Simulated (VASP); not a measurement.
# HfIn4SiO6 (Cm) in VASP: a series of runs

HfIn4SiO6 is run at these levels: PBE, revPBE; tasks: single point.

All numbers are computed with VASP 6.6.1; they aren't measurements. Logs are shortened: lines on timing, memory, paths and dates and some standing lists are left out, and cuts for length are marked.

**1. The cell of the first run**

Symmetry: Cm, No. 8, monoclinic system. Conventional cell: a = 6.461 Å, b = 11.155 Å, c = 6.494 Å, α = 90.00°, β = 103.71°, γ = 90.00°. Hf (site symmetry m) has 4 O at 1.97 to 2.02 Å within 2.6 Å. In (site symmetry 1) has 3 O at 2.38 to 2.46 Å within 3.1 Å. In (site symmetry 1) has 4 O at 2.42 to 2.94 Å within 3.2 Å. Si (site symmetry m) has 4 O at 1.63 to 1.66 Å within 2.2 Å. O (site symmetry 1) has 1 Si at 1.65 Å within 2.2 Å. Within 2.2 Å of O (site symmetry m) lie 1 Si at 1.66 Å and 1 Hf at 2.02 Å. O (site symmetry m) has 1 Si at 1.63 Å and 1 Hf at 2.00 Å within 2.2 Å. Within 2.6 Å of O (site symmetry 1) lie 1 Hf at 1.97 Å and 3 In at 2.41 to 2.59 Å.

**2. Single point, PBE**

Contents of INCAR:

```
  PREC = Accurate
  ENCUT = 520
  EDIFF = 1E-7
  ISMEAR = -1
  SIGMA = 0.05
  LREAL = F
  LASPH = T
  NELM = 100
  ALGO = Normal
  ISIF = 2
  LWAVE = F
  LCHARG = F
  GGA = PE
  NBANDS = 63
```

Contents of KPOINTS:

```
regular mesh
0
Gamma
  4 4 3
```

Contents of POSCAR:

```
HfIn4SiO6
1.0
    3.2302300000     -5.5776800000     -0.0247000000
    3.2302300000      5.5776800000     -0.0247000000
   -1.4906800000      0.0000000000      6.3203000000
Hf In Si O
1 4 1 6
Direct
    0.1017800000      0.1017800000      0.0091200000
    0.7922200000      0.4820400000      0.0081800000
    0.4820400000      0.7922200000      0.0081800000
    0.5447200000      0.2198300000      0.4839800000
    0.2198300000      0.5447200000      0.4839800000
    0.8543300000      0.8543300000      0.4452300000
    0.8350000000      0.5882200000      0.3810400000
    0.5882200000      0.8350000000      0.3810400000
    0.0289900000      0.0289900000      0.2950000000
    0.9792000000      0.9792000000      0.6955500000
    0.4285200000      0.1451400000      0.0743500000
    0.1451400000      0.4285200000      0.0743500000
```

Potentials or basis: VASP PAW PBE potentials, release 64 (Hf_pv, In_d, Si, O).

Run with:

```bash
$ cat potpaw_PBE.64/Hf_pv/POTCAR potpaw_PBE.64/In_d/POTCAR potpaw_PBE.64/Si/POTCAR potpaw_PBE.64/O/POTCAR > POTCAR
$ mpirun -np 1 vasp_std > vasp.out
```

OUTCAR:

```text
PREC = Accurate
   ENCUT = 520
   EDIFF = 1E-7
   ISMEAR = -1
   LREAL = F
   LASPH = T
   NELM = 100
   ISIF = 2
   GGA = PE

 ion  position               nearest neighbor table
   1  0.102  0.102  0.009-  11 1.97  12 1.97  10 2.00   9 2.02   2 3.46   3 3.46   4 3.66   5 3.66
                             2 3.85   3 3.85   2 3.87   3 3.87
   2  0.792  0.482  0.008-   7 2.38  11 2.41  12 2.46   6 3.34   4 3.41   3 3.46   1 3.46   5 3.73
                             4 3.83   1 3.85   3 3.86   3 3.86   1 3.87
   3  0.482  0.792  0.008-   8 2.38  12 2.41  11 2.46   6 3.34   5 3.41   2 3.46   1 3.46   4 3.73
                             5 3.83   1 3.85   2 3.86   2 3.86   1 3.87
   4  0.545  0.220  0.484-   7 2.42  11 2.59   8 2.65   9 2.94   2 3.41   5 3.62   1 3.66   3 3.73
                             5 3.78   5 3.78   2 3.83
   5  0.220  0.545  0.484-   8 2.42  12 2.59   7 2.65   9 2.94   3 3.41   4 3.62   1 3.66   2 3.73
                             4 3.78   4 3.78   3 3.83
   6  0.854  0.854  0.445-  10 1.63   8 1.65   7 1.65   9 1.66   2 3.34   3 3.34
   7  0.835  0.588  0.381-   6 1.65   2 2.38   4 2.42   5 2.65
   8  0.588  0.835  0.381-   6 1.65   3 2.38   5 2.42   4 2.65
   9  0.029  0.029  0.295-   6 1.66   1 2.02   4 2.94   5 2.94
  10  0.979  0.979  0.696-   6 1.63   1 2.00
  11  0.429  0.145  0.074-   1 1.97   2 2.41   3 2.46   4 2.59
  12  0.145  0.429  0.074-   1 1.97   3 2.41   2 2.46   5 2.59

  LATTYP: Found a base centered monoclinic cell.
 ALAT       =     6.4606488661
 B/A-ratio  =     1.7266624810
 C/A-ratio  =     1.0051178972
 COS(beta)  =    -0.2369927781

  Lattice vectors:

 A1 = (   3.2302300000,  -5.5776800000,  -0.0247000000)
 A2 = (   3.2302300000,   5.5776800000,  -0.0247000000)
 A3 = (  -1.4906800000,   0.0000000000,   6.3203000000)

Analysis of symmetry for initial positions (statically):
=====================================================================
 Subroutine PRICEL returns:
 Original cell was already a primitive cell.

 Routine SETGRP: Setting up the symmetry group for a
 base centered monoclinic supercell.

 Subroutine GETGRP returns: Found  2 space group operations
 (whereof  2 operations were pure point group operations)
 out of a pool of  4 trial point group operations.

The static configuration has the point symmetry C_1h.

Analysis of symmetry for dynamics (positions and initial velocities):
=====================================================================
 Subroutine PRICEL returns:
 Original cell was already a primitive cell.

 Routine SETGRP: Setting up the symmetry group for a
 base centered monoclinic supercell.

 Subroutine GETGRP returns: Found  2 space group operations
 (whereof  2 operations were pure point group operations)
 out of a pool of  4 trial point group operations.

The dynamic configuration has the point symmetry C_1h.

 Subroutine INISYM returns: Found  2 space group operations
 (whereof  2 operations are pure point group operations),
 and found     1 'primitive' translations

----------------------------------------------------------------------------------------

                                     Primitive cell

  volume of cell :     227.3373

  direct lattice vectors                    reciprocal lattice vectors
     3.230230000 -5.577680000 -0.024700000     0.155067400 -0.089643006  0.036573560
     3.230230000  5.577680000 -0.024700000     0.155067400  0.089643006  0.036573560
    -1.490680000  0.000000000  6.320300000     0.001212020  0.000000000  0.158506200

  length of vectors
     6.445580666  6.445580666  6.493713803     0.182809716  0.182809716  0.158510833

  position of ions in fractional coordinates (direct lattice)
     0.101780000  0.101780000  0.009120000
     0.792220000  0.482040000  0.008180000
     0.482040000  0.792220000  0.008180000
     0.544720000  0.219830000  0.483980000
     0.219830000  0.544720000  0.483980000
     0.854330000  0.854330000  0.445230000
     0.835000000  0.588220000  0.381040000
     0.588220000  0.835000000  0.381040000
     0.028990000  0.028990000  0.295000000
     0.979200000  0.979200000  0.695550000
     0.428520000  0.145140000  0.074350000
     0.145140000  0.428520000  0.074350000

  ion indices of the primitive-cell ions
   primitive index   ion index
                 1           1
                 2           2
                 3           3
                 4           4
                 5           5
                 6           6
                 7           7
                 8           8
                 9           9
                10          10
                11          11
                12          12

----------------------------------------------------------------------------------------

 KPOINTS: regular mesh

Automatic generation of k-mesh.
 Grid dimensions read from file:
 generate k-points for:    4    4    3

 Generating k-lattice:

  Cartesian coordinates                     Fractional coordinates (reciprocal lattice)
     0.038766850 -0.022410751  0.009143390     0.250000000 -0.000000000  0.000000000
     0.038766850  0.022410751  0.009143390    -0.000000000  0.250000000  0.000000000
     0.000404007  0.000000000  0.052835400     0.000000000  0.000000000  0.333333333

  Length of vectors
     0.045702429  0.045702429  0.052836944

  Shift w.r.t. Gamma in fractional coordinates (k-lattice)
     0.000000000  0.000000000  0.000000000

 Subroutine IBZKPT returns following result:
 ===========================================

 Found     17 irreducible k-points:

 Following reciprocal coordinates:
            Coordinates               Weight
  0.000000  0.000000  0.000000      1.000000
  0.250000 -0.000000 -0.000000      4.000000
  0.500000 -0.000000 -0.000000      2.000000
  0.250000  0.250000 -0.000000      2.000000
  0.500000  0.250000  0.000000      4.000000
 -0.250000  0.250000  0.000000      2.000000
[... 9 lines left out ...]
 -0.250000  0.500000  0.333333      4.000000
 -0.250000 -0.250000  0.333333      2.000000
   k-points           NKPTS =     17   k-points in BZ     NKDIM =     17   number of bands    NBANDS=     63
   number of dos      NEDOS =    301   number of ions     NIONS =     12
   total plane-waves  NPLWV = 110592
   dimension x,y,z NGX =    48 NGY =   48 NGZ =   48
   dimension x,y,z NGXF=    96 NGYF=   96 NGZF=   96
   ions per type =               1   4   1   6
   NGX,Y,Z   is equivalent  to a cutoff of  12.38, 12.38, 12.29 a.u.
   NGXF,Y,Z  is equivalent  to a cutoff of  24.76, 24.76, 24.58 a.u.
 SYSTEM =  unknown system
   PREC   = accura    normal or accurate (medium, high low for compatibility)
   ISTART =      0    job   : 0-new  1-cont  2-samecut
   ICHARG =      2    charge: 1-file 2-atom 10-const
   ISPIN  =      1    spin polarized calculation?
   LNONCOLLINEAR =      F non collinear calculations
   LSORBIT =      F    spin-orbit coupling
   LASPH  =      T    aspherical Exc in radial PAW
   ENCUT  =  520.0 eV  38.22 Ry    6.18 a.u.  11.98 11.98 12.07*2*pi/ulx,y,z
   NELM   =    100;   NELMIN=  2; NELMDL= -5     # of ELM steps
   EDIFF  = 0.1E-06   stopping-criterion for ELM
   LREAL  =      F    real-space projection
   EDIFFG = 0.1E-05   stopping-criterion for IOM
   NSW    =      0    number of steps for IOM
   IBRION =     -1    ionic relax: 0-MD 1-quasi-New 2-CG
   NFREE  =      0    steps in history (QN), initial steepest desc. (CG)
   ISIF   =      2    stress and relaxation
   ISYM   =      2    0-nonsym 1-usesym 2-fastsym
   POTIM  = 0.5000    time-step for ionic-motion
   TEBEG  =    0.0;   TEEND  =   0.0 temperature during run
   PSTRESS=    0.0 pullay stress
   NELECT =     102.0000    total number of electrons
   NUPDOWN=      -1.0000    fix difference up-down
   EMIN   =  10.00;   EMAX   =-10.00  energy-range for DOS
   EFERMI =   0.00;   METHOD = LEGACY
   ISMEAR =    -1;   SIGMA  =   0.05  broadening in eV -4-tet -1-fermi 0-gaus
   EFERMI_NEDOS =   21; number of points for ismear=-14 and -15
   IALGO  =     38    algorithm
   IMIX   =      4    mixing-type and parameters
     AMIX     =   0.40;   BMIX     =  1.00
     AMIX_MAG =   1.60;   BMIX_MAG =  1.00
  volume/ion in A,a.u.               =      18.94       127.85
  Fermi-wavevector in a.u.,A,eV,Ry     =   1.253289  2.368373 21.371131  1.570734
  Thomas-Fermi vector in A             =   2.387149
   LORBIT       =      0    0 simple, 1 ext, 2 COOP (PROOUT), +10 PAW based schemes
   GGA     = PE    functional components
[... 5 lines left out ...]
 non-spin polarized calculation
  energy-cutoff  :      520.00
  volume of cell :      227.34
 maximum number of plane-waves:      6138
   NGX = 23   NGY = 23   NGZ = 25

 number of electron     101.9999988 magnetization

 Free energy of the ion-electron system (eV)
  ---------------------------------------------------
  ext. energy  EPLUGINS =         0.00000000
  ---------------------------------------------------
  free energy    TOTEN  =       -77.10280303 eV

  energy without entropy =      -77.10254826  energy(sigma->0) =      -77.10267564

 E-fermi :   4.6740     XC(G=0):  -9.3852

 val. band max:        4.3957240453   @ k =   0.2500   0.2500  -0.0000
 cond. band min:       4.9460761466   @ k =   0.2500   0.2500   0.3333
 fundamental gap:      0.5503521013
 Fermi energy:         4.6739766809

 k-point     1 :       0.0000    0.0000    0.0000
  band No.  band energies     occupation
      1     -26.8188      2.00000
      2     -26.7933      2.00000
      3     -26.7707      2.00000
      4     -15.7822      2.00000
      5     -14.4360      2.00000
      6     -14.3341      2.00000
[... 55 lines left out ...]
     62       9.7643      0.00000
     63      10.0433      0.00000

 k-point     2 :       0.2500   -0.0000   -0.0000
  band No.  band energies     occupation
      1     -26.8189      2.00000
      2     -26.7933      2.00000
      3     -26.7707      2.00000
      4     -15.7728      2.00000
      5     -14.4518      2.00000
      6     -14.3396      2.00000
[... 1045 lines left out ...]
     62       9.0455      0.00000
     63       9.8581      0.00000

------------------------ aborting loop because EDIFF is reached ----------------------------------------

  FORCE on cell =-STRESS in cart. coord.  units (eV):
  Direction    XX          YY          ZZ          XY          YZ          ZX
  --------------------------------------------------------------------------------------
  -------------------------------------------------------------------------------------
  Total       -0.2887332     -0.2863481     -0.5290635      0.0000000      0.0000000     -0.0107934
  in kB       -2.0348694     -2.0180599     -3.7286155      0.0000000      0.0000000     -0.0760670
  external PRESSURE =      -2.5938483 kB  Pullay stress =       0.0000000 kB

 VOLUME and BASIS-vectors are now :
 -----------------------------------------------------------------------------
  energy-cutoff  :      520.00
  volume of cell :      227.34
      direct lattice vectors                 reciprocal lattice vectors
     3.230230000 -5.577680000 -0.024700000     0.155067400 -0.089643006  0.036573560
     3.230230000  5.577680000 -0.024700000     0.155067400  0.089643006  0.036573560
    -1.490680000  0.000000000  6.320300000     0.001212020  0.000000000  0.158506200

 POSITION                                       TOTAL-FORCE (eV/Angst)
 -----------------------------------------------------------------------------------
      0.64395      0.00000      0.05261         0.006482      0.000000      0.023360
      4.10396     -1.73008      0.02023         0.008345      0.009026     -0.009569
      4.10396      1.73008      0.02023         0.008345     -0.009026     -0.009569
      1.74821     -1.81213      3.04001        -0.008651      0.002227      0.004177
      1.74821      1.81213      3.04001        -0.008651     -0.002227      0.004177
      4.85567      0.00000      2.77178         0.024914      0.000000      0.011331
      4.02932     -1.37646      2.37313        -0.026185     -0.041908     -0.011896
      4.02932      1.37646      2.37313        -0.026185      0.041908     -0.011896
     -0.25246      0.00000      1.86306         0.100954      0.000000     -0.148888
      5.28924      0.00000      4.34771         0.038459      0.000000      0.189916
      1.74222     -1.58060      0.45574        -0.058914      0.083666     -0.020571
      1.74222      1.58060      0.45574        -0.058914     -0.083666     -0.020571
 -----------------------------------------------------------------------------------
    total drift:                                0.001641     -0.000000      0.001074

  FREE ENERGIE OF THE ION-ELECTRON SYSTEM (eV)
  ---------------------------------------------------
  free  energy   TOTEN  =       -77.1028030292 eV

  energy  without entropy=      -77.1025482598  energy(sigma->0) =      -77.10267564
```

Run time: 4.7 min. Hardware: 1 thread of Intel Xeon Platinum 8259CL at 2.50GHz (Skylake/Cascade Lake), shared host; peak memory 0.45 GiB.

What came out:

- Free energy: -77.1028 eV
- Pressure: -0.3 GPa
- Largest force: 0.194 eV/Å
- Band gap on the k mesh: 0.55 eV (least direct gap 0.81 eV)

Forces in eV/Å, atoms in the order of the input:
```
Hf   0.006  0.000  0.023
In   0.008  0.009 -0.010
In   0.008 -0.009 -0.010
In  -0.009  0.002  0.004
In  -0.009 -0.002  0.004
Si   0.025  0.000  0.011
O   -0.026 -0.042 -0.012
O   -0.026  0.042 -0.012
O    0.101  0.000 -0.149
O    0.038  0.000  0.190
O   -0.059  0.084 -0.021
O   -0.059 -0.084 -0.021
```

Caveat: semilocal functionals underestimate gaps, and a narrow one can read as zero; spin-orbit coupling is left out, which moves the levels of the heavy elements. A k mesh can miss the band edges.

**3. Single point, revPBE**

This run uses another cell than the first one, of 20.44 Å³/atom.

Contents of INCAR:

```
ALGO = Normal
EDIFF = 1E-6
ENCUT = 520
GGA = RE
ISIF = 2
ISMEAR = -1
LASPH = T
LCHARG = F
LREAL = F
LWAVE = F
NBANDS = 63
NELM = 60
PREC = Accurate
SIGMA = 0.05
```

Contents of KPOINTS:

```
k-points
0
Gamma
  4 4 3
```

Contents of POSCAR:

```
HfIn4SiO6
1.0
    3.4258952067     -5.7552058083      0.0238958730
    3.4258952067      5.7552058083      0.0238958730
   -1.4867362312      0.0000000000      6.2098949194
Hf In Si O
1 4 1 6
Direct
    0.1161372043      0.1161372043      0.0106671906
    0.7861577226      0.4784744506      0.0106095718
    0.4784744506      0.7861577226      0.0106095718
    0.5471797289      0.2332085899      0.4775721626
    0.2332085899      0.5471797289      0.4775721626
    0.8493200347      0.8493200347      0.4445926327
    0.8325903505      0.5930514418      0.3894581101
    0.5930514418      0.8325903505      0.3894581101
    0.0014404505      0.0014404505      0.2727232568
    0.9800986024      0.9800986024      0.6959254955
    0.4270869938      0.1552444299      0.0804058678
    0.1552444299      0.4270869938      0.0804058678
```

Potentials or basis: VASP PAW PBE potentials, release 64 (Hf_pv, In_d, Si, O).

Run with:

```bash
$ cat potpaw_PBE.64/Hf_pv/POTCAR potpaw_PBE.64/In_d/POTCAR potpaw_PBE.64/Si/POTCAR potpaw_PBE.64/O/POTCAR > POTCAR
$ mpirun -np 1 vasp_std > vasp.out
```

It took 13 min on 1 thread of Intel Xeon Platinum 8375C at 2.90GHz (Ice Lake), shared host; peak memory 0.48 GiB.

The run converged. Its results:

* Free energy: -73.5154 eV
* Pressure: -0.3 GPa
* Largest force: 0.141 eV/Å
* Band gap on the k mesh: 0.82 eV (least direct gap 1.00 eV)

Forces in eV/Å, atoms in the order of the input:
```
Hf  -0.007  0.000  0.030
In   0.004  0.003 -0.017
In   0.004 -0.003 -0.017
In  -0.006  0.002  0.012
In  -0.006 -0.002  0.012
Si   0.042  0.000  0.008
O   -0.011 -0.016  0.001
O   -0.011  0.016  0.001
O    0.079  0.000 -0.113
O    0.033  0.000  0.137
O   -0.061  0.086 -0.027
O   -0.061 -0.086 -0.027
```

Stress tensor (GPa, compression positive):
```
-0.25  0.00  0.01
 0.00 -0.22  0.00
 0.01  0.00 -0.37
```

Levels at points of the mesh, in eV from the valence-band top:
```
           k point  band 47  band 48  band 49  band 50  band 51  band 52  band 53  band 54  band 55  band 56
(0.00, 0.00, 0.00)    -2.57    -2.49    -1.09    -0.84    -0.26     1.63     2.32     2.42     2.88     3.17
(0.50, 0.00, 0.00)    -2.54    -2.05    -1.93    -1.01    -0.19     1.70     2.19     2.52     3.03     3.26
(0.50, 0.50, 0.00)    -2.44    -2.41    -1.93    -0.88    -0.28     1.18     2.59     3.03     3.03     3.34
```

Caveat: the PAW data sets were made with another functional, which shifts forces and pressure a little; spin-orbit coupling is left out, which moves the levels of the heavy elements. A k mesh can miss the band edges.
